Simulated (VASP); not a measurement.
# InPd (Pmm2) in VASP: a series of runs

Runs on InPd. Level: PBE. Tasks: single point.

Program: VASP 6.6.1. These are calculated values, not measurements. Logs are shortened: lines on timing, memory, paths and dates and some standing lists are left out, and cuts for length are marked.

**1. The cell of the first run**

Symmetry: Pmm2, No. 25, orthorhombic system. The conventional cell has a = 3.074 Å, b = 3.421 Å, c = 3.421 Å, α = 90.00°, β = 90.00°, γ = 90.00°. Within 3.7 Å of In (site symmetry mm2) lie 8 Pd at 2.84 to 2.89 Å and 6 In at 3.07 to 3.42 Å. Within 3.7 Å of Pd (site symmetry mm2) lie 8 In at 2.84 to 2.89 Å and 6 Pd at 3.07 to 3.42 Å.

**2. Single point, PBE (atoms displaced along a vibrational mode, the cell strained)**

File INCAR:

```
SYSTEM = InPd
PREC = Accurate ; ENCUT = 520
EDIFF = 1E-7 ; ISMEAR = 0
SIGMA = 0.15 ; LREAL = .FALSE.
LASPH = .TRUE. ; NELM = 80
ALGO = Fast ; ISIF = 2
LWAVE = .FALSE. ; LCHARG = .TRUE.
GGA = PE ; LELF = .TRUE.
LVHAR = .TRUE. ; NBANDS = 18
```

File KPOINTS:

```
Automatic mesh
0
G
  14 14 14
  0 0 0
```

File POSCAR:

```
InPd
1.0
    3.4209478219      0.0000000000      0.0000000000
    0.0000000000      3.4209478219      0.0000000000
    0.0000000000      0.0000000000      3.0738951443
In Pd
1 1
Direct
   -0.0053840416      0.0000000000      0.0000000000
    0.5058089164      0.5000000000      0.5000000000
```

Potentials or basis: VASP PAW PBE potentials, release 64 (In_d, Pd).

The run is started by

```bash
$ cat potpaw_PBE.64/In_d/POTCAR potpaw_PBE.64/Pd/POTCAR > POTCAR
$ mpirun -np 1 vasp_std > vasp.out
```

OUTCAR:

```text
SYSTEM = InPd
   PREC = Accurate
   ENCUT = 520
   EDIFF = 1E-7
   ISMEAR = 0
   LREAL = .FALSE.
   LASPH = .TRUE.
   NELM = 80
   ISIF = 2
   GGA = PE

 ion  position               nearest neighbor table
   1  0.995  0.000  0.000-   2 2.84   2 2.84   2 2.84   2 2.84   2 2.89   2 2.89   2 2.89   2 2.89

   2  0.506  0.500  0.500-   1 2.84   1 2.84   1 2.84   1 2.84   1 2.89   1 2.89   1 2.89   1 2.89

  LATTYP: Found a simple tetragonal cell.
 ALAT       =     3.4209478219
 C/A-ratio  =     0.8985507246

  Lattice vectors:

 A1 = (   3.4209478219,   0.0000000000,   0.0000000000)
 A2 = (   0.0000000000,   3.4209478219,   0.0000000000)
 A3 = (   0.0000000000,   0.0000000000,   3.0738951443)

Analysis of symmetry for initial positions (statically):
=====================================================================
 Subroutine PRICEL returns:
 Original cell was already a primitive cell.

 Routine SETGRP: Setting up the symmetry group for a
 simple tetragonal supercell.

 Subroutine GETGRP returns: Found  4 space group operations
 (whereof  4 operations were pure point group operations)
 out of a pool of 16 trial point group operations.

The static configuration has the point symmetry C_2v.

Analysis of symmetry for dynamics (positions and initial velocities):
=====================================================================
 Subroutine PRICEL returns:
 Original cell was already a primitive cell.

 Routine SETGRP: Setting up the symmetry group for a
 simple tetragonal supercell.

 Subroutine GETGRP returns: Found  4 space group operations
 (whereof  4 operations were pure point group operations)
 out of a pool of 16 trial point group operations.

The dynamic configuration has the point symmetry C_2v.

 Subroutine INISYM returns: Found  4 space group operations
 (whereof  4 operations are pure point group operations),
 and found     1 'primitive' translations

----------------------------------------------------------------------------------------

                                     Primitive cell

  volume of cell :      35.9734

  direct lattice vectors                    reciprocal lattice vectors
     3.420947822  0.000000000  0.000000000     0.292316648  0.000000000  0.000000000
     0.000000000  3.420947822  0.000000000     0.000000000  0.292316648  0.000000000
     0.000000000  0.000000000  3.073895144     0.000000000  0.000000000  0.325320140

  length of vectors
     3.420947822  3.420947822  3.073895144     0.292316648  0.292316648  0.325320140

  position of ions in fractional coordinates (direct lattice)
     0.994615958  0.000000000  0.000000000
     0.505808916  0.500000000  0.500000000

  ion indices of the primitive-cell ions
   primitive index   ion index
                 1           1
                 2           2

----------------------------------------------------------------------------------------

 KPOINTS: Automatic mesh

Automatic generation of k-mesh.
 Grid dimensions read from file:
 generate k-points for:   14   14   14

 Generating k-lattice:

  Cartesian coordinates                     Fractional coordinates (reciprocal lattice)
     0.020879761  0.000000000  0.000000000     0.071428571  0.000000000  0.000000000
     0.000000000  0.020879761  0.000000000     0.000000000  0.071428571  0.000000000
     0.000000000  0.000000000  0.023237153     0.000000000  0.000000000  0.071428571

  Length of vectors
     0.020879761  0.020879761  0.023237153

  Shift w.r.t. Gamma in fractional coordinates (k-lattice)
     0.000000000  0.000000000  0.000000000

 Subroutine IBZKPT returns following result:
 ===========================================

 Found    512 irreducible k-points:

 Following reciprocal coordinates:
            Coordinates               Weight
  0.000000  0.000000  0.000000      1.000000
  0.071429  0.000000  0.000000      2.000000
  0.000000  0.071429  0.000000      2.000000
  0.142857  0.000000  0.000000      2.000000
  0.000000  0.142857  0.000000      2.000000
  0.214286  0.000000  0.000000      2.000000
[... 16 lines left out ...]
  0.357143  0.071429  0.000000      4.000000
 -0.071429  0.357143  0.000000      4.000000
 [... further k-points ...]
   k-points           NKPTS =    512   k-points in BZ     NKDIM =    512   number of bands    NBANDS=     18
   number of dos      NEDOS =    301   number of ions     NIONS =      2
   total plane-waves  NPLWV =  18816
   dimension x,y,z NGX =    28 NGY =   28 NGZ =   24
   dimension x,y,z NGXF=    56 NGYF=   56 NGZF=   48
   ions per type =               1   1
   NGX,Y,Z   is equivalent  to a cutoff of  13.61, 13.61, 12.98 a.u.
   NGXF,Y,Z  is equivalent  to a cutoff of  27.21, 27.21, 25.96 a.u.
 SYSTEM =  InPd
   PREC   = accura    normal or accurate (medium, high low for compatibility)
   ISTART =      0    job   : 0-new  1-cont  2-samecut
   ICHARG =      2    charge: 1-file 2-atom 10-const
   ISPIN  =      1    spin polarized calculation?
[... 95 lines left out ...]
     17      22.1346      0.00000
     18      25.1457      0.00000

 k-point     4 :       0.1429    0.0000    0.0000
  band No.  band energies     occupation
      1      -4.9326      2.00000
      2      -4.7178      2.00000
      3      -4.5005      2.00000
      4      -4.4247      2.00000
      5      -4.4095      2.00000
      6       0.5212      2.00000
[... 10 lines left out ...]
     17      22.0303      0.00000
     18      24.7697      0.00000

 k-point     5 :       0.0000    0.1429    0.0000
  band No.  band energies     occupation
      1      -4.9326      2.00000
      2      -4.7178      2.00000
      3      -4.5005      2.00000
      4      -4.4249      2.00000
      5      -4.4094      2.00000
      6       0.5213      2.00000
[... 10 lines left out ...]
     17      22.0306      0.00000
     18      24.7727      0.00000

 k-point     6 :       0.2143    0.0000    0.0000
  band No.  band energies     occupation
      1      -4.9199      2.00000
      2      -4.6726      2.00000
      3      -4.5131      2.00000
      4      -4.4371      2.00000
      5      -4.4055      2.00000
      6       0.8872      2.00000
[... 10 lines left out ...]
     17      23.0123      0.00000
     18      24.1269      0.00000

 k-point     7 :       0.0000    0.2143    0.0000
  band No.  band energies     occupation
      1      -4.9199      2.00000
      2      -4.6725      2.00000
      3      -4.5132      2.00000
      4      -4.4372      2.00000
      5      -4.4054      2.00000
      6       0.8874      2.00000
[... 10 lines left out ...]
     17      23.0191      0.00000
     18      23.9694      0.00000

 k-point     8 :       0.2857    0.0000    0.0000
  band No.  band energies     occupation
      1      -4.9073      2.00000
      2      -4.6211      2.00000
      3      -4.5271      2.00000
      4      -4.4507      2.00000
      5      -4.4010      2.00000
      6       1.3922      2.00000
[... 10 lines left out ...]
     17      22.8174      0.00000
     18      23.6609      0.00000
[... 229 lines left out ...]
     17      22.9482      0.00000
     18      23.1340      0.00000

 k-point    20 :      -0.0714    0.2143    0.0000
  band No.  band energies     occupation
      1      -4.9158      2.00000
      2      -4.6626      2.00000
      3      -4.5190      2.00000
      4      -4.4377      2.00000
      5      -4.4086      2.00000
      6       0.9577      2.00000
[... 10 lines left out ...]
     17      22.9653      0.00000
     18      23.1256      0.00000

 k-point    21 :       0.2857    0.0714    0.0000
  band No.  band energies     occupation
      1      -4.9030      2.00000
      2      -4.6113      2.00000
      3      -4.5343      2.00000
      4      -4.4514      2.00000
      5      -4.4050      2.00000
      6       1.4583      2.00000
[... 10 lines left out ...]
     17      22.3835      0.00000
     18      24.6178      0.00000

 k-point    22 :      -0.0714    0.2857    0.0000
  band No.  band energies     occupation
      1      -4.9031      2.00000
      2      -4.6112      2.00000
      3      -4.5344      2.00000
      4      -4.4515      2.00000
      5      -4.4049      2.00000
      6       1.4587      2.00000
[... 10 lines left out ...]
     17      22.3873      0.00000
     18      24.6228      0.00000

 k-point    23 :       0.3571    0.0714    0.0000
  band No.  band energies     occupation
      1      -4.8925      2.00000
      2      -4.5644      2.00000
      3      -4.5481      2.00000
      4      -4.4639      2.00000
      5      -4.4016      2.00000
      6       2.0808      2.00000
[... 10 lines left out ...]
     17      22.0970      0.00000
     18      23.9565      0.00000

 k-point    24 :      -0.0714    0.3571    0.0000
  band No.  band energies     occupation
      1      -4.8925      2.00000
      2      -4.5642      2.00000
      3      -4.5482      2.00000
      4      -4.4640      2.00000
      5      -4.4015      2.00000
      6       2.0814      2.00000
[... 10 lines left out ...]
     17      22.1005      0.00000
     18      23.9589      0.00000

 [... further k-points ...]

------------------------ aborting loop because EDIFF is reached ----------------------------------------

  FORCE on cell =-STRESS in cart. coord.  units (eV):
  Direction    XX          YY          ZZ          XY          YZ          ZX
  --------------------------------------------------------------------------------------
  -------------------------------------------------------------------------------------
  Total       -0.1430282     -0.1306426      0.8127269      0.0000000      0.0000000      0.0000000
  in kB       -6.3701612     -5.8185339     36.1970581      0.0000000      0.0000000      0.0000000
  external PRESSURE =       8.0027877 kB  Pullay stress =       0.0000000 kB

 VOLUME and BASIS-vectors are now :
 -----------------------------------------------------------------------------
  energy-cutoff  :      520.00
  volume of cell :       35.97
      direct lattice vectors                 reciprocal lattice vectors
     3.420947822  0.000000000  0.000000000     0.292316648  0.000000000  0.000000000
     0.000000000  3.420947822  0.000000000     0.000000000  0.292316648  0.000000000
     0.000000000  0.000000000  3.073895144     0.000000000  0.000000000  0.325320140

 POSITION                                       TOTAL-FORCE (eV/Angst)
 -----------------------------------------------------------------------------------
      3.40253      0.00000      0.00000         0.144013      0.000000      0.000000
      1.73035      1.71047      1.53695        -0.144013      0.000000      0.000000
 -----------------------------------------------------------------------------------
    total drift:                               -0.000620      0.000000     -0.000002

  FREE ENERGIE OF THE ION-ELECTRON SYSTEM (eV)
  ---------------------------------------------------
  free  energy   TOTEN  =        -8.7185794019 eV

  energy  without entropy=       -8.7100953639  energy(sigma->0) =       -8.71433738
```

Run time: 3.1 min. Hardware: 1 thread of Intel Xeon 6975P-C (Granite Rapids), shared host; peak memory 0.43 GiB.

Results:

```yaml
Free_energy: -8.7186 eV
Pressure: 0.8 GPa
Largest_force: 0.144 eV/Å
Band_gap_on_the_k_mesh: zero (an odd number of electrons rules out a gap without spin polarisation)
```

Forces in eV/Å, atoms in the order of the input:
```
In   0.144  0.000  0.000
Pd  -0.144  0.000  0.000
```

Stress tensor (GPa, compression positive):
```
-0.64  0.00  0.00
 0.00 -0.58  0.00
 0.00  0.00  3.62
```

Caveat: the cell differs from its parent crystal (atoms displaced along a vibrational mode, the cell strained); spin-orbit coupling is left out, which moves the levels of the heavy elements.

**3. Single point, PBE (atoms displaced along a vibrational mode, the cell strained)**

File INCAR:

```
SYSTEM = InPd
PREC = Accurate
ENCUT = 520
EDIFF = 1E-6
ISMEAR = 0
SIGMA = 0.15
LREAL = .FALSE.
LASPH = .TRUE.
NELM = 60
ALGO = Fast
ISIF = 2
LWAVE = .FALSE.
LCHARG = .FALSE.
GGA = PE
NBANDS = 18
```

File KPOINTS:

```
regular mesh
0
G
  14 14 14
  0 0 0
```

File POSCAR:

```
InPd
1.0
    3.1895793701      0.0000000000      0.0000000000
    0.0000000000      3.1895793701      0.0000000000
    0.0000000000      0.0000000000      3.5366320477
In Pd
1 1
Direct
   -0.0053840416      0.0000000000      0.0000000000
    0.5058089164      0.5000000000      0.5000000000
```

Potentials or basis: VASP PAW PBE potentials, release 64 (In_d, Pd).

The run is started by

```bash
$ cat potpaw_PBE.64/In_d/POTCAR potpaw_PBE.64/Pd/POTCAR > POTCAR
$ mpirun -np 1 vasp_std > vasp.out
```

Run time: 93 s. Hardware: 1 thread of Intel Xeon 6975P-C (Granite Rapids), shared host; peak memory 0.43 GiB.

Results (log left out):

```
Free energy            : -8.7293 eV
Pressure               : 0.6 GPa
Largest force          : 0.115 eV/Å
Band gap on the k mesh : zero (an odd number of electrons rules out a gap without spin polarisation)
```

Forces in eV/Å, atoms in the order of the input:
```
In   0.115  0.000  0.000
Pd  -0.115  0.000  0.000
```

Stress tensor (GPa, compression positive):
```
 1.41  0.00  0.00
 0.00  1.45  0.00
 0.00  0.00 -1.01
```

Levels at points of the mesh, in eV from the Fermi level:
```csv
k point,band 8,band 9,band 10,band 11,band 12,band 13,band 14,band 15,band 16,band 17
"(0.00, 0.00, 0.00)",-3.72,-2.29,-2.29,-2.05,2.40,5.10,5.11,7.83,10.99,11.01
"(0.50, 0.00, 0.00)",-3.65,-3.57,-2.96,-2.35,-0.79,8.22,8.63,8.97,10.34,10.52
"(0.00, 0.50, 0.00)",-3.65,-3.57,-2.96,-2.35,-0.79,8.24,8.63,8.96,10.31,10.52
"(0.50, 0.50, 0.00)",-2.84,-2.84,-1.93,-1.92,-1.46,1.63,3.05,8.06,10.22,10.22
"(0.00, 0.00, 0.50)",-3.81,-2.98,-2.98,-2.11,-1.78,9.43,9.47,10.18,11.09,11.11
"(0.50, 0.00, 0.50)",-2.66,-2.57,-2.48,-2.12,-1.82,1.07,2.14,10.02,11.63,12.02
"(0.00, 0.50, 0.50)",-2.67,-2.58,-2.47,-2.12,-1.82,1.08,2.14,10.02,11.63,12.02
"(0.50, 0.50, 0.50)",-4.70,-1.85,-1.44,-0.13,3.69,3.75,3.76,3.83,3.92,5.05
```

Caveat: the cell differs from its parent crystal (atoms displaced along a vibrational mode, the cell strained); spin-orbit coupling is left out, which moves the levels of the heavy elements.

**4. Single point, PBE (atoms displaced along a vibrational mode, the cell strained)**

File INCAR:

```
PREC = Accurate
ENCUT = 520
EDIFF = 1E-6
ISMEAR = 0
SIGMA = 0.15
LREAL = False
LASPH = True
NELM = 60
ALGO = Fast
ISIF = 2
LWAVE = False
LCHARG = False
GGA = PE
NBANDS = 18
```

File KPOINTS:

```
regular mesh
0
Gamma
  14 14 14
```

File POSCAR:

```
InPd
1.0
    3.4209478219      0.0000000000      0.0000000000
    0.0000000000      3.4209478219      0.0000000000
    0.0000000000      0.0000000000      3.0738951443
In Pd
1 1
Direct
   -0.0161521247      0.0000000000      0.0000000000
    0.5174267493      0.5000000000      0.5000000000
```

The run is started by

```bash
$ cat potpaw_PBE.64/In_d/POTCAR potpaw_PBE.64/Pd/POTCAR > POTCAR
$ mpirun -np 1 vasp_std > vasp.out
```

Wall time 2.3 min (1 thread of Intel Xeon 6975P-C (Granite Rapids), shared host); peak memory 0.43 GiB.

Results (log left out):

```
Free energy            : -8.6965 eV
Pressure               : 1.3 GPa
Largest force          : 0.435 eV/Å
Band gap on the k mesh : zero (an odd number of electrons rules out a gap without spin polarisation)
```

Forces in eV/Å, atoms in the order of the input:
```
In   0.435  0.000  0.000
Pd  -0.435  0.000  0.000
```

Stress tensor (GPa, compression positive):
```
-0.38  0.00  0.00
 0.00  0.10  0.00
 0.00  0.00  4.17
```

Levels at points of the mesh, in eV from the Fermi level:
```csv
k point,band 8,band 9,band 10,band 11,band 12,band 13,band 14,band 15,band 16,band 17
"(0.00, 0.00, 0.00)",-3.70,-2.43,-2.13,-2.13,3.20,3.25,6.25,8.07,9.67,12.05
"(0.50, 0.00, 0.00)",-3.82,-3.41,-2.75,-2.19,-1.46,8.13,8.91,9.44,10.66,11.46
"(0.00, 0.50, 0.00)",-3.81,-3.39,-2.76,-2.17,-1.49,7.85,9.25,9.29,10.72,11.61
"(0.50, 0.50, 0.00)",-2.59,-2.55,-2.41,-2.39,-1.92,0.86,1.65,10.87,12.47,12.49
"(0.00, 0.00, 0.50)",-3.54,-3.41,-3.38,-2.47,-0.45,8.75,9.16,9.69,9.78,10.05
"(0.50, 0.00, 0.50)",-2.87,-2.68,-2.31,-1.78,-1.61,1.45,2.83,8.66,10.53,10.91
"(0.00, 0.50, 0.50)",-2.89,-2.78,-2.28,-1.74,-1.62,1.46,2.84,8.69,10.56,10.95
"(0.50, 0.50, 0.50)",-4.69,-1.84,-1.49,-0.10,3.21,3.60,3.80,4.01,4.65,4.77
```

Caveat: the cell differs from its parent crystal (atoms displaced along a vibrational mode, the cell strained); spin-orbit coupling is left out, which moves the levels of the heavy elements.

**5. The runs side by side**

```csv
cell,further INCAR settings,gap on the mesh (eV),pressure (GPa),largest force (eV/Å)
"a = 3.421, b = 3.421, c = 3.074 Å, 2 atoms, atomic positions A",ALGO = Fast; EDIFF = 1e-07; NBANDS = 18,none,0.8,0.14
"a = 3.190, b = 3.190, c = 3.537 Å, 2 atoms, atomic positions A",ALGO = Fast; EDIFF = 1e-06; NBANDS = 18,none,0.6,0.12
"a = 3.421, b = 3.421, c = 3.074 Å, 2 atoms, atomic positions B",ALGO = Fast; EDIFF = 1e-06; NBANDS = 18,none,1.3,0.44
```

Alike in all rows: task single point; level PBE; potentials or basis VASP PAW PBE potentials, release 64 (In_d, Pd); no spin polarisation; k mesh 14 × 14 × 14; cutoff (eV) 520; smearing gaussian 0.15 eV.

Caveats: spin-orbit coupling is left out, which moves the levels of the heavy elements.

Absolute energies hang on the potentials; compare differences alone.
